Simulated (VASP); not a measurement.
# Cu (Fm-3m) in VASP: a series of runs

Cu is run at these levels: PBE+D3(BJ), PBEsol+D3(BJ); tasks: single point.

Everything below comes from runs of VASP 6.6.1. Logs are shortened: lines on timing, memory, paths and dates and some standing lists are left out, and cuts for length are marked.

## Step 1: The cell of the first run

It takes space group Fm-3m (No. 225, cubic). Conventional cell: a = 3.566 Å, b = 3.566 Å, c = 3.566 Å, α = 90.00°, β = 90.00°, γ = 90.00°. Cu (site symmetry m-3m) has 12 Cu at 2.52 Å within 3.3 Å.

## Step 2: Single point, PBE+D3(BJ)

INCAR

```
SYSTEM = Cu
  PREC = Accurate
  ENCUT = 600
  EDIFF = 1E-6
  ISMEAR = -1
  SIGMA = 0.05
  LREAL = .False.
  LASPH = .True.
  NELM = 120
  ALGO = Normal
  ISIF = 2
  LWAVE = .False.
  LCHARG = .False.
  GGA = PE
  IVDW = 12
  NBANDS = 12
  GGA_COMPAT = .False.
```

KPOINTS

```
Automatic mesh
0
Gamma
  13 13 13
  0 0 0
```

POSCAR

```
Cu
1.0
    0.0000000000      1.7830713297      1.7830713297
    1.7830713297      0.0000000000      1.7830713297
    1.7830713297      1.7830713297      0.0000000000
Cu
1
Direct
    0.0000000000      0.0000000000      0.0000000000
```

Potentials or basis: VASP PAW PBE potentials, release 64 (Cu).

Run with:

```
$ cat potpaw_PBE.64/Cu/POTCAR > POTCAR
$ mpirun -np 1 vasp_std > vasp.out
```

OUTCAR:

```text
SYSTEM = Cu
   PREC = Accurate
   ENCUT = 600
   EDIFF = 1E-6
   ISMEAR = -1
   LREAL = .False.
   LASPH = .True.
   NELM = 120
   ISIF = 2
   GGA = PE
   IVDW = 12
 IVDW          = 12

 ion  position               nearest neighbor table
   1  0.000  0.000  0.000-

  LATTYP: Found a face centered cubic cell.
 ALAT       =     3.5661426594

  Lattice vectors:

 A1 = (   0.0000000000,   1.7830713297,   1.7830713297)
 A2 = (   1.7830713297,   0.0000000000,   1.7830713297)
 A3 = (   1.7830713297,   1.7830713297,   0.0000000000)

Analysis of symmetry for initial positions (statically):
=====================================================================
 Subroutine PRICEL returns:
 Original cell was already a primitive cell.

 Routine SETGRP: Setting up the symmetry group for a
 face centered cubic supercell.

 Subroutine GETGRP returns: Found 48 space group operations
[... 9 lines left out ...]

 Routine SETGRP: Setting up the symmetry group for a
 face centered cubic supercell.

 Subroutine GETGRP returns: Found 48 space group operations
[... 11 lines left out ...]
                                     Primitive cell

  volume of cell :      11.3380

  direct lattice vectors                    reciprocal lattice vectors
     0.000000000  1.783071330  1.783071330    -0.280415030  0.280415030  0.280415030
     1.783071330  0.000000000  1.783071330     0.280415030 -0.280415030  0.280415030
     1.783071330  1.783071330  0.000000000     0.280415030  0.280415030 -0.280415030

  length of vectors
     2.521643657  2.521643657  2.521643657     0.485693079  0.485693079  0.485693079

  position of ions in fractional coordinates (direct lattice)
     0.000000000  0.000000000  0.000000000

  ion indices of the primitive-cell ions
   primitive index   ion index
                 1           1

----------------------------------------------------------------------------------------

 KPOINTS: Automatic mesh

Automatic generation of k-mesh.
 Grid dimensions read from file:
 generate k-points for:   13   13   13

 Generating k-lattice:

  Cartesian coordinates                     Fractional coordinates (reciprocal lattice)
    -0.021570387  0.021570387  0.021570387     0.076923077  0.000000000  0.000000000
     0.021570387 -0.021570387  0.021570387     0.000000000  0.076923077  0.000000000
     0.021570387  0.021570387 -0.021570387     0.000000000  0.000000000  0.076923077

  Length of vectors
     0.037361006  0.037361006  0.037361006

  Shift w.r.t. Gamma in fractional coordinates (k-lattice)
     0.000000000  0.000000000  0.000000000

 Subroutine IBZKPT returns following result:
 ===========================================

 Found     84 irreducible k-points:

 Following reciprocal coordinates:
            Coordinates               Weight
  0.000000  0.000000  0.000000      1.000000
  0.076923  0.000000  0.000000      8.000000
  0.153846  0.000000  0.000000      8.000000
  0.230769  0.000000  0.000000      8.000000
  0.307692  0.000000  0.000000      8.000000
  0.384615  0.000000  0.000000      8.000000
[... 16 lines left out ...]
  0.384615  0.153846  0.000000     24.000000
  0.461538  0.153846  0.000000     24.000000
 [... further k-points ...]
   k-points           NKPTS =     84   k-points in BZ     NKDIM =     84   number of bands    NBANDS=     12
   number of dos      NEDOS =    301   number of ions     NIONS =      1
   total plane-waves  NPLWV =   8000
   dimension x,y,z NGX =    20 NGY =   20 NGZ =   20
   dimension x,y,z NGXF=    40 NGYF=   40 NGZF=   40
   ions per type =               1
   NGX,Y,Z   is equivalent  to a cutoff of  13.19, 13.19, 13.19 a.u.
   NGXF,Y,Z  is equivalent  to a cutoff of  26.37, 26.37, 26.37 a.u.
 SYSTEM =  Cu
   PREC   = accura    normal or accurate (medium, high low for compatibility)
   ISTART =      0    job   : 0-new  1-cont  2-samecut
   ICHARG =      2    charge: 1-file 2-atom 10-const
   ISPIN  =      1    spin polarized calculation?
   LNONCOLLINEAR =      F non collinear calculations
   LSORBIT =      F    spin-orbit coupling
   LASPH  =      T    aspherical Exc in radial PAW
   ENCUT  =  600.0 eV  44.10 Ry    6.64 a.u.   5.04  5.04  5.04*2*pi/ulx,y,z
   NELM   =    120;   NELMIN=  2; NELMDL= -5     # of ELM steps
   EDIFF  = 0.1E-05   stopping-criterion for ELM
   LREAL  =      F    real-space projection
   EDIFFG = 0.1E-04   stopping-criterion for IOM
   NSW    =      0    number of steps for IOM
   IBRION =     -1    ionic relax: 0-MD 1-quasi-New 2-CG
   NFREE  =      0    steps in history (QN), initial steepest desc. (CG)
   ISIF   =      2    stress and relaxation
   ISYM   =      2    0-nonsym 1-usesym 2-fastsym
   POTIM  = 0.5000    time-step for ionic-motion
   TEBEG  =    0.0;   TEEND  =   0.0 temperature during run
   PSTRESS=    0.0 pullay stress
   NELECT =      11.0000    total number of electrons
   NUPDOWN=      -1.0000    fix difference up-down
   EMIN   =  10.00;   EMAX   =-10.00  energy-range for DOS
   EFERMI =   0.00;   METHOD = LEGACY
   ISMEAR =    -1;   SIGMA  =   0.05  broadening in eV -4-tet -1-fermi 0-gaus
   EFERMI_NEDOS =   21; number of points for ismear=-14 and -15
   IALGO  =     38    algorithm
   IMIX   =      4    mixing-type and parameters
     AMIX     =   0.40;   BMIX     =  1.00
     AMIX_MAG =   1.60;   BMIX_MAG =  1.00
  volume/ion in A,a.u.               =      11.34        76.51
  Fermi-wavevector in a.u.,A,eV,Ry     =   1.620667  3.062616 35.736521  2.626560
  Thomas-Fermi vector in A             =   2.714568
   LORBIT       =      0    0 simple, 1 ext, 2 COOP (PROOUT), +10 PAW based schemes
   GGA     = PE    functional components
   LHFCALC =     F    Hartree Fock is set to
   AEXX    =    0.0000 exact exchange contribution
   IVDW    =    12    specifies the selected vdW correction
   LEPSILON=     F    determine dielectric tensor
   LRPA    =     F    only Hartree local field effects (RPA)
 non-spin polarized calculation
  energy-cutoff  :      600.00
  volume of cell :       11.34
 maximum number of plane-waves:       388
   NGX =  9   NGY =  9   NGZ =  9

 number of electron      11.0000013 magnetization

 Free energy of the ion-electron system (eV)
  ---------------------------------------------------
  ext. energy  EPLUGINS =         0.00000000
  ---------------------------------------------------
  free energy    TOTEN  =        -3.71222926 eV

  energy without entropy =       -3.70951516  energy(sigma->0) =       -3.71087221

 E-fermi :   8.2902     XC(G=0): -12.9652

 val. band max:        8.1025812430   @ k =   0.4615   0.2308   0.0000
 cond. band min:       8.3077576596   @ k =   0.4615   0.3077   0.0000
 fundamental gap:      0.2051764166
 Fermi energy:         8.2901900673

 k-point     1 :       0.0000    0.0000    0.0000
  band No.  band energies     occupation
      1      -1.5643      2.00000
      2       4.9423      2.00000
      3       4.9423      2.00000
      4       4.9423      2.00000
      5       5.8177      2.00000
      6       5.8177      2.00000
      7      31.0225      0.00000
      8      33.9871      0.00000
      9      33.9871      0.00000
     10      33.9871      0.00000
     11      36.5180      0.00000
     12      36.5180      0.00000

 k-point     2 :       0.0769    0.0000    0.0000
  band No.  band energies     occupation
      1      -1.3427      2.00000
      2       4.8941      2.00000
      3       4.9846      2.00000
      4       4.9846      2.00000
      5       5.8013      2.00000
      6       5.8013      2.00000
      7      29.6922      0.00000
      8      32.1236      0.00000
      9      33.3675      0.00000
     10      33.3675      0.00000
     11      37.4339      0.00000
     12      37.4339      0.00000

 k-point     3 :       0.1538    0.0000    0.0000
  band No.  band energies     occupation
      1      -0.6936      2.00000
      2       4.7761      2.00000
      3       5.0759      2.00000
      4       5.0759      2.00000
      5       5.7857      2.00000
      6       5.7857      2.00000
      7      25.8457      0.00000
      8      31.6024      0.00000
      9      32.4425      0.00000
     10      32.4425      0.00000
     11      38.3212      0.00000
     12      38.8169      0.00000

 k-point     4 :       0.2308    0.0000    0.0000
  band No.  band energies     occupation
      1       0.3206      2.00000
      2       4.6743      2.00000
      3       5.1147      2.00000
      4       5.1147      2.00000
      5       5.8637      2.00000
      6       5.8637      2.00000
      7      21.8565      0.00000
      8      31.1039      0.00000
      9      31.7025      0.00000
     10      31.7025      0.00000
     11      37.7418      0.00000
     12      37.7418      0.00000

 k-point     5 :       0.3077    0.0000    0.0000
  band No.  band energies     occupation
      1       1.5145      2.00000
      2       4.7824      2.00000
      3       5.0560      2.00000
      4       5.0560      2.00000
      5       6.0601      2.00000
      6       6.0601      2.00000
      7      18.1367      0.00000
      8      30.4549      0.00000
      9      31.2033      0.00000
     10      31.2033      0.00000
     11      35.9638      0.00000
     12      35.9638      0.00000
[... 228 lines left out ...]
      1       0.3363      2.00000
      2       4.4510      2.00000
      3       5.2361      2.00000
      4       5.3447      2.00000
      5       5.5812      2.00000
      6       6.0184      2.00000
      7      25.0554      0.00000
      8      27.6858      0.00000
      9      28.9687      0.00000
     10      30.8296      0.00000
     11      33.8407      0.00000
     12      41.1447      0.00000

 k-point    22 :       0.3077    0.1538    0.0000
  band No.  band energies     occupation
      1       1.3752      2.00000
      2       4.3392      2.00000
      3       5.0508      2.00000
      4       5.3726      2.00000
      5       5.9744      2.00000
      6       6.1676      2.00000
      7      21.1651      0.00000
      8      26.9151      0.00000
      9      28.1058      0.00000
     10      29.9619      0.00000
     11      35.4740      0.00000
     12      40.3678      0.00000

 k-point    23 :       0.3846    0.1538    0.0000
  band No.  band energies     occupation
      1       2.4395      2.00000
      2       4.3834      2.00000
      3       4.8863      2.00000
      4       5.3139      2.00000
      5       6.3414      2.00000
      6       6.6406      2.00000
      7      17.5554      0.00000
      8      26.6057      0.00000
      9      26.7612      0.00000
     10      29.2367      0.00000
     11      38.3484      0.00000
     12      39.6714      0.00000

 k-point    24 :       0.4615    0.1538    0.0000
  band No.  band energies     occupation
      1       3.0588      2.00000
      2       4.5546      2.00000
      3       4.9484      2.00000
      4       5.2336      2.00000
      5       6.4398      2.00000
      6       7.7620      1.99995
      7      14.3982      0.00000
      8      25.3760      0.00000
      9      26.7958      0.00000
     10      29.0218      0.00000
     11      38.9758      0.00000
     12      39.0187      0.00000

 [... further k-points ...]

------------------------ aborting loop because EDIFF is reached ----------------------------------------

 Edisp (eV)   -0.60827

 E8    (eV) :    -0.2609

  FORCE on cell =-STRESS in cart. coord.  units (eV):
  Direction    XX          YY          ZZ          XY          YZ          ZX
  --------------------------------------------------------------------------------------
  -------------------------------------------------------------------------------------
  Total       0.00830     0.00830     0.00830     0.00000     0.00000     0.00000
  in kB       1.17338     1.17338     1.17338     0.00000     0.00000     0.00000
  external pressure =        1.17 kB  Pullay stress =        0.00 kB

 VOLUME and BASIS-vectors are now :
 -----------------------------------------------------------------------------
  energy-cutoff  :      600.00
  volume of cell :       11.34
      direct lattice vectors                 reciprocal lattice vectors
     0.000000000  1.783071330  1.783071330    -0.280415030  0.280415030  0.280415030
     1.783071330  0.000000000  1.783071330     0.280415030 -0.280415030  0.280415030
     1.783071330  1.783071330  0.000000000     0.280415030  0.280415030 -0.280415030

 POSITION                                       TOTAL-FORCE (eV/Angst)
 -----------------------------------------------------------------------------------
      0.00000      0.00000      0.00000        -0.000000      0.000000      0.000000
 -----------------------------------------------------------------------------------
    total drift:                               -0.000000     -0.000000     -0.000000

  FREE ENERGIE OF THE ION-ELECTRON SYSTEM (eV)
  ---------------------------------------------------
  free  energy   TOTEN  =        -4.3204949415 eV

  energy  without entropy=       -4.3177808403  energy(sigma->0) =       -4.31913789
```

Run time: 7 s. Hardware: 1 thread of AMD EPYC 9R45 (Zen 5), shared host; peak memory 0.11 GiB.

Results:

* Free energy: -4.3205 eV
* Pressure: 0.1 GPa
* Dispersion energy per atom: -0.608 eV

Levels at points of the mesh, in eV from the Fermi level:
| k point | band 2 | band 3 | band 4 | band 5 | band 6 | band 7 | band 8 | band 9 | band 10 | band 11 |
| --- | --- | --- | --- | --- | --- | --- | --- | --- | --- | --- |
| (0.00, 0.00, 0.00) | -3.35 | -3.35 | -3.35 | -2.47 | -2.47 | 22.73 | 25.70 | 25.70 | 25.70 | 28.23 |

Caveat: pairwise dispersion overbinds metals, which lowers pressure and volume.

## Step 3: Single point, PBEsol+D3(BJ)

This run uses another cell than the first one, of 11.10 Å³/atom, 0.979 times its volume.

INCAR

```
PREC     = Accurate       # precision mode
ENCUT    = 600            # plane-wave cutoff, eV
EDIFF    = 1E-6           # SCF threshold, eV
ISMEAR   = -1             # smearing method
SIGMA    = 0.05           # smearing width, eV
LREAL    = F              # projectors in reciprocal space
LASPH    = T              # aspherical terms in the spheres
NELM     = 120            # most SCF steps
ALGO     = Normal         # electronic algorithm
ISIF     = 2              # what is computed and relaxed
LWAVE    = F              # write WAVECAR
LCHARG   = F              # write CHGCAR
GGA      = PS             # functional
IVDW     = 12             # dispersion correction
NBANDS   = 12             # bands
GGA_COMPAT= F
```

KPOINTS

```
Automatic mesh
0
Gamma
  13 13 13
```

POSCAR

```
Cu
1.0
    0.0000000000      1.7706018915      1.7706018915
    1.7706018915      0.0000000000      1.7706018915
    1.7706018915      1.7706018915      0.0000000000
Cu
1
Direct
    0.0000000000      0.0000000000      0.0000000000
```

Potentials or basis: VASP PAW PBE potentials, release 64 (Cu).

Run with:

```
$ cat potpaw_PBE.64/Cu/POTCAR > POTCAR
$ mpirun -np 1 vasp_std > vasp.out
```

It took 6.6 s on 1 thread of AMD EPYC 9R45 (Zen 5), shared host; peak memory 0.11 GiB.

It converged, with:

| Quantity | Value |
| --- | --- |
| Free energy | -4.8658 eV |
| Pressure | -4.1 GPa |
| Dispersion energy per atom | -0.558 eV |

Levels at points of the mesh, in eV from the Fermi level:
```
           k point  band 4  band 5  band 6  band 7  band 8  band 9
(0.00, 0.00, 0.00)   -3.41   -2.49   -2.49   22.90   26.00   26.00
```

Caveat: the PAW data sets were made with another functional, which shifts forces and pressure a little; pairwise dispersion overbinds metals, which lowers pressure and volume.
